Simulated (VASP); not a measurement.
Input of a VASP 6.6.1 run:

Contents of INCAR:

```
SYSTEM = Si
  PREC = Accurate
  ENCUT = 520
  EDIFF = 1E-8
  ISMEAR = -1
  SIGMA = 0.05
  LREAL = .False.
  LASPH = .True.
  NELM = 60
  ALGO = Normal
  ISIF = 2
  LWAVE = .False.
  LCHARG = .False.
  LEFG = .True.
  NBANDS = 11
```

KPOINTS

```
Automatic mesh
0
Gamma
  16 16 16
  0 0 0
```

The input POSCAR:

```
Si
1.0
   -2.2951484633      2.4149529699      1.3000063486
    2.2951484633     -2.4149529699      1.3000063486
    2.2951484633      2.4149529699     -1.3000063486
Si
2
Direct
    0.8070000000      0.5570000000      0.2500000000
    0.1930000000      0.4430000000      0.7500000000
```

Potentials or basis: VASP PAW LDA potentials, release 64 (Si).

Launch:

```sh
$ cat potpaw_LDA.64/Si/POTCAR > POTCAR
$ mpirun -np 1 vasp_std > vasp.out
```

Question: Predict the pressure.

Answer: 2.5 GPa.

Question: What does it give for the band gap on the k mesh?

Answer: Zero (band 4 reaches 12.72 eV, above the bottom of band 5 at 5.71 eV).

Question: Estimate the largest force.

Answer: 0.061 eV/Å.

Electric field gradients, principal values (V/Å²):
```csv
atom,least,middle,greatest (by size)
1 Si,9.231,15.821,-25.052
2 Si,9.231,15.821,-25.052
```

Caveat: without QUAD_EFG the Cq values of the log hold for a quadrupole moment of 1 mb, not for the nuclei.
